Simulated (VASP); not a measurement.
# Ti (Amm2) in VASP: single point with PBE

Aim: the single point of Ti with PBE.

Program: VASP 6.6.1. These are calculated values, not measurements. Logs are shortened: lines on timing, memory, paths and dates and some standing lists are left out, and cuts for length are marked.

## (1) The cell of the first run

The structure is orthorhombic, space group Amm2 (No. 38). Conventional cell: a = 2.855 Å, b = 4.617 Å, c = 7.997 Å, α = 90.00°, β = 90.00°, γ = 90.00°. Ti (site symmetry mm2) has 14 Ti at 2.83 to 3.23 Å within 3.7 Å. Within 3.5 Å of Ti (site symmetry mm2) lie 11 Ti at 2.67 to 3.23 Å. Within 3.5 Å of Ti (site symmetry mm2) lie 11 Ti at 2.67 to 3.13 Å.

## (2) Single point, PBE (atoms displaced along a vibrational mode, the cell strained)

The input, INCAR:

```
PREC = Accurate ; ENCUT = 500
EDIFF = 1E-6 ; ISMEAR = 0
SIGMA = 0.15 ; LREAL = False
LASPH = True ; NELM = 120
ALGO = Normal ; ISIF = 2
LWAVE = False ; LCHARG = False
GGA = PE ; NBANDS = 25
GGA_COMPAT = False
```

The input, KPOINTS:

```
Automatic mesh
0
Gamma
  12 12 14
```

The input, POSCAR:

```
Ti
1.0
    4.6171053002      0.0000000000      0.0000000000
   -2.3085526501      3.9985304820      0.0000000000
    0.0000000000      0.0000000000      2.8552651859
Ti
3
Direct
   -0.0190008318     -0.0380016635      0.0000000000
    0.3428337492      0.6856674984      0.5000000000
    0.6761670825      0.3523341651      0.5000000000
```

Potentials or basis: VASP PAW PBE potentials, release 64 (Ti_sv).

Launch:

```bash
$ cat potpaw_PBE.64/Ti_sv/POTCAR > POTCAR
$ mpirun -np 1 vasp_std > vasp.out
```

OUTCAR:

```text
PREC = Accurate
   ENCUT = 500
   EDIFF = 1E-6
   ISMEAR = 0
   LREAL = False
   LASPH = True
   NELM = 120
   ISIF = 2
   GGA = PE

 ion  position               nearest neighbor table
   1  0.981  0.962  0.000-   3 2.83   3 2.83
   2  0.343  0.686  0.500-   3 2.67   3 2.67   3 2.67
   3  0.676  0.352  0.500-   2 2.67   2 2.67   2 2.67   1 2.83   1 2.83

  LATTYP: Found a hexagonal cell.
 ALAT       =     4.6171053002
 C/A-ratio  =     0.6184102376

  Lattice vectors:

 A1 = (   4.6171053002,   0.0000000000,   0.0000000000)
 A2 = (  -2.3085526501,   3.9985304820,   0.0000000000)
 A3 = (   0.0000000000,   0.0000000000,   2.8552651859)

Analysis of symmetry for initial positions (statically):
=====================================================================
 Subroutine PRICEL returns:
 Original cell was already a primitive cell.

 Routine SETGRP: Setting up the symmetry group for a
 hexagonal supercell.

 Subroutine GETGRP returns: Found  4 space group operations
 (whereof  4 operations were pure point group operations)
 out of a pool of 24 trial point group operations.

The static configuration has the point symmetry C_2v.

Analysis of symmetry for dynamics (positions and initial velocities):
=====================================================================
 Subroutine PRICEL returns:
 Original cell was already a primitive cell.

 Routine SETGRP: Setting up the symmetry group for a
 hexagonal supercell.

 Subroutine GETGRP returns: Found  4 space group operations
 (whereof  4 operations were pure point group operations)
 out of a pool of 24 trial point group operations.

The dynamic configuration has the point symmetry C_2v.

 Subroutine INISYM returns: Found  4 space group operations
 (whereof  4 operations are pure point group operations),
 and found     1 'primitive' translations

----------------------------------------------------------------------------------------

                                     Primitive cell

  volume of cell :      52.7129

  direct lattice vectors                    reciprocal lattice vectors
     4.617105300  0.000000000  0.000000000     0.216585920  0.125045939  0.000000000
    -2.308552650  3.998530482  0.000000000     0.000000000  0.250091879  0.000000000
     0.000000000  0.000000000  2.855265186     0.000000000  0.000000000  0.350230166

  length of vectors
     4.617105300  4.617105300  2.855265186     0.250091879  0.250091879  0.350230166

  position of ions in fractional coordinates (direct lattice)
     0.980999168  0.961998337  0.000000000
     0.342833749  0.685667498  0.500000000
     0.676167083  0.352334165  0.500000000

  ion indices of the primitive-cell ions
   primitive index   ion index
                 1           1
                 2           2
                 3           3

----------------------------------------------------------------------------------------

 KPOINTS: Automatic mesh

Automatic generation of k-mesh.
 Grid dimensions read from file:
 generate k-points for:   12   12   14

 Generating k-lattice:

  Cartesian coordinates                     Fractional coordinates (reciprocal lattice)
     0.018048827  0.010420495  0.000000000     0.083333333  0.000000000  0.000000000
     0.000000000  0.020840990  0.000000000     0.000000000  0.083333333  0.000000000
     0.000000000  0.000000000  0.025016440     0.000000000  0.000000000  0.071428571

  Length of vectors
     0.020840990  0.020840990  0.025016440

  Shift w.r.t. Gamma in fractional coordinates (k-lattice)
     0.000000000  0.000000000  0.000000000

 Subroutine IBZKPT returns following result:
 ===========================================

 Found    344 irreducible k-points:

 Following reciprocal coordinates:
            Coordinates               Weight
  0.000000  0.000000  0.000000      1.000000
  0.083333  0.000000  0.000000      4.000000
  0.000000  0.083333  0.000000      2.000000
  0.166667  0.000000  0.000000      4.000000
  0.000000  0.166667  0.000000      2.000000
  0.250000  0.000000  0.000000      4.000000
[... 16 lines left out ...]
 -0.083333  0.416667  0.000000      4.000000
 -0.416667  0.333333  0.000000      4.000000
 [... further k-points ...]
   k-points           NKPTS =    344   k-points in BZ     NKDIM =    344   number of bands    NBANDS=     25
   number of dos      NEDOS =    301   number of ions     NIONS =      3
   total plane-waves  NPLWV =  31104
   dimension x,y,z NGX =    36 NGY =   36 NGZ =   24
   dimension x,y,z NGXF=    72 NGYF=   72 NGZF=   48
   ions per type =               3
   NGX,Y,Z   is equivalent  to a cutoff of  12.96, 12.96, 13.97 a.u.
   NGXF,Y,Z  is equivalent  to a cutoff of  25.92, 25.92, 27.95 a.u.
 SYSTEM =  unknown system
   PREC   = accura    normal or accurate (medium, high low for compatibility)
   ISTART =      0    job   : 0-new  1-cont  2-samecut
   ICHARG =      2    charge: 1-file 2-atom 10-const
   ISPIN  =      1    spin polarized calculation?
   LNONCOLLINEAR =      F non collinear calculations
   LSORBIT =      F    spin-orbit coupling
   LASPH  =      T    aspherical Exc in radial PAW
   ENCUT  =  500.0 eV  36.75 Ry    6.06 a.u.   8.42  8.42  5.21*2*pi/ulx,y,z
   NELM   =    120;   NELMIN=  2; NELMDL= -5     # of ELM steps
   EDIFF  = 0.1E-05   stopping-criterion for ELM
   LREAL  =      F    real-space projection
   EDIFFG = 0.1E-04   stopping-criterion for IOM
   NSW    =      0    number of steps for IOM
   IBRION =     -1    ionic relax: 0-MD 1-quasi-New 2-CG
   NFREE  =      0    steps in history (QN), initial steepest desc. (CG)
   ISIF   =      2    stress and relaxation
   ISYM   =      2    0-nonsym 1-usesym 2-fastsym
   POTIM  = 0.5000    time-step for ionic-motion
   TEBEG  =    0.0;   TEEND  =   0.0 temperature during run
   PSTRESS=    0.0 pullay stress
   NELECT =      36.0000    total number of electrons
   NUPDOWN=      -1.0000    fix difference up-down
   EMIN   =  10.00;   EMAX   =-10.00  energy-range for DOS
   EFERMI =   0.00;   METHOD = LEGACY
   ISMEAR =     0;   SIGMA  =   0.15  broadening in eV -4-tet -1-fermi 0-gaus
   EFERMI_NEDOS =   21; number of points for ismear=-14 and -15
   IALGO  =     38    algorithm
   IMIX   =      4    mixing-type and parameters
     AMIX     =   0.40;   BMIX     =  1.00
     AMIX_MAG =   1.60;   BMIX_MAG =  1.00
  volume/ion in A,a.u.               =      17.57       118.57
  Fermi-wavevector in a.u.,A,eV,Ry     =   1.441684  2.724388 28.279072  2.078453
  Thomas-Fermi vector in A             =   2.560289
   LORBIT       =      0    0 simple, 1 ext, 2 COOP (PROOUT), +10 PAW based schemes
   GGA     = PE    functional components
   LHFCALC =     F    Hartree Fock is set to
   AEXX    =    0.0000 exact exchange contribution
   IVDW    =     0    specifies the selected vdW correction
   LEPSILON=     F    determine dielectric tensor
   LRPA    =     F    only Hartree local field effects (RPA)
 non-spin polarized calculation
 Gauss-broadening in eV      SIGMA  =   0.15
  energy-cutoff  :      500.00
  volume of cell :       52.71
 maximum number of plane-waves:      1372
 NGX is ok and might be reduce to    36
   NGX = 17   NGY = 17   NGZ = 11

 number of electron      36.0000008 magnetization

 Free energy of the ion-electron system (eV)
  ---------------------------------------------------
  ext. energy  EPLUGINS =         0.00000000
  ---------------------------------------------------
  free energy    TOTEN  =       -23.45035246 eV

  energy without entropy =      -23.42023037  energy(sigma->0) =      -23.43529142

 E-fermi :   8.0891     XC(G=0): -11.4292

 val. band max:        8.0876675503   @ k =   0.3333   0.3333   0.1429
 cond. band min:       8.0929368749   @ k =   0.3333   0.2500   0.2857
 fundamental gap:      0.0052693245
 Fermi energy:         8.0891110992

 k-point     1 :       0.0000    0.0000    0.0000
  band No.  band energies     occupation
      1     -48.7905      2.00000
      2     -48.5773      2.00000
      3     -48.4351      2.00000
      4     -25.1561      2.00000
      5     -25.1474      2.00000
      6     -24.9823      2.00000
[... 17 lines left out ...]
     24       9.6005      0.00000
     25      10.1982      0.00000

 k-point     2 :       0.0833    0.0000    0.0000
  band No.  band energies     occupation
      1     -48.7894      2.00000
      2     -48.5760      2.00000
      3     -48.4376      2.00000
      4     -25.1905      2.00000
      5     -25.1178      2.00000
      6     -25.0138      2.00000
[... 17 lines left out ...]
     24       9.7471      0.00000
     25      10.0622      0.00000

 k-point     3 :       0.0000    0.0833    0.0000
  band No.  band energies     occupation
      1     -48.7895      2.00000
      2     -48.5759      2.00000
      3     -48.4376      2.00000
      4     -25.1634      2.00000
      5     -25.1613      2.00000
      6     -24.9681      2.00000
[... 17 lines left out ...]
     24       9.5377      0.00000
     25      10.2860      0.00000

 k-point     4 :       0.1667    0.0000    0.0000
  band No.  band energies     occupation
      1     -48.7864      2.00000
      2     -48.5721      2.00000
      3     -48.4447      2.00000
      4     -25.2204      2.00000
      5     -25.1163      2.00000
      6     -25.0004      2.00000
[... 17 lines left out ...]
     24       9.7164      0.00000
     25      10.1860      0.00000
[... 477 lines left out ...]
 k-point    22 :       0.3333    0.0833    0.0000
  band No.  band energies     occupation
      1     -48.7766      2.00000
      2     -48.5499      2.00000
      3     -48.4775      2.00000
      4     -25.2562      2.00000
      5     -25.1156      2.00000
      6     -24.9392      2.00000
[... 17 lines left out ...]
     24      10.4016      0.00000
     25      10.4334      0.00000

 k-point    23 :      -0.0833    0.4167    0.0000
  band No.  band energies     occupation
      1     -48.7776      2.00000
      2     -48.5484      2.00000
      3     -48.4779      2.00000
      4     -25.2514      2.00000
      5     -25.1392      2.00000
      6     -24.9118      2.00000
[... 17 lines left out ...]
     24      10.2662      0.00000
     25      10.4338      0.00000

 k-point    24 :      -0.4167    0.3333    0.0000
  band No.  band energies     occupation
      1     -48.7764      2.00000
      2     -48.5503      2.00000
      3     -48.4774      2.00000
      4     -25.2585      2.00000
      5     -25.1086      2.00000
      6     -24.9387      2.00000
[... 17 lines left out ...]
     24      10.4137      0.00000
     25      10.4834      0.00000

 [... further k-points ...]

------------------------ aborting loop because EDIFF is reached ----------------------------------------

  FORCE on cell =-STRESS in cart. coord.  units (eV):
  Direction    XX          YY          ZZ          XY          YZ          ZX
  --------------------------------------------------------------------------------------
  -------------------------------------------------------------------------------------
  Total       -0.5902348     -0.1190241     -0.9125489      0.0000000      0.0000000      0.0000000
  in kB      -17.9398488     -3.6176677    -27.7363992      0.0000000      0.0000000      0.0000000
  external PRESSURE =     -16.4313053 kB  Pullay stress =       0.0000000 kB

 VOLUME and BASIS-vectors are now :
 -----------------------------------------------------------------------------
  energy-cutoff  :      500.00
  volume of cell :       52.71
      direct lattice vectors                 reciprocal lattice vectors
     4.617105300  0.000000000  0.000000000     0.216585920  0.125045939  0.000000000
    -2.308552650  3.998530482  0.000000000     0.000000000  0.250091879  0.000000000
     0.000000000  0.000000000  2.855265186     0.000000000  0.000000000  0.350230166

 POSITION                                       TOTAL-FORCE (eV/Angst)
 -----------------------------------------------------------------------------------
      2.30855      3.84658      0.00000        -0.000000      0.795987      0.000000
     -0.00000      2.74166      1.42763         0.000000     -0.254478      0.000000
      2.30855      1.40882      1.42763         0.000000     -0.541509      0.000000
 -----------------------------------------------------------------------------------
    total drift:                                0.000001      0.000407      0.000000

  FREE ENERGIE OF THE ION-ELECTRON SYSTEM (eV)
  ---------------------------------------------------
  free  energy   TOTEN  =       -23.4503524633 eV

  energy  without entropy=      -23.4202303748  energy(sigma->0) =      -23.43529142
```

It took 4.6 min on 1 thread of Intel Xeon 6975P-C (Granite Rapids), shared host; peak memory 0.42 GiB.

Results:

```yaml
Free_energy: -23.4504 eV
Pressure: -1.6 GPa
Largest_force: 0.796 eV/Å
Band_gap_on_the_k_mesh: zero (bands 18 and 19 overlap by 0.31 eV)
```

Forces in eV/Å, atoms in the order of the input:
```
Ti   0.000  0.796  0.000
Ti   0.000 -0.254  0.000
Ti   0.000 -0.542  0.000
```

Stress tensor (GPa, compression positive):
```
-1.79  0.00  0.00
 0.00 -0.36  0.00
 0.00  0.00 -2.77
```

Caveat: the cell differs from its parent crystal (atoms displaced along a vibrational mode, the cell strained).
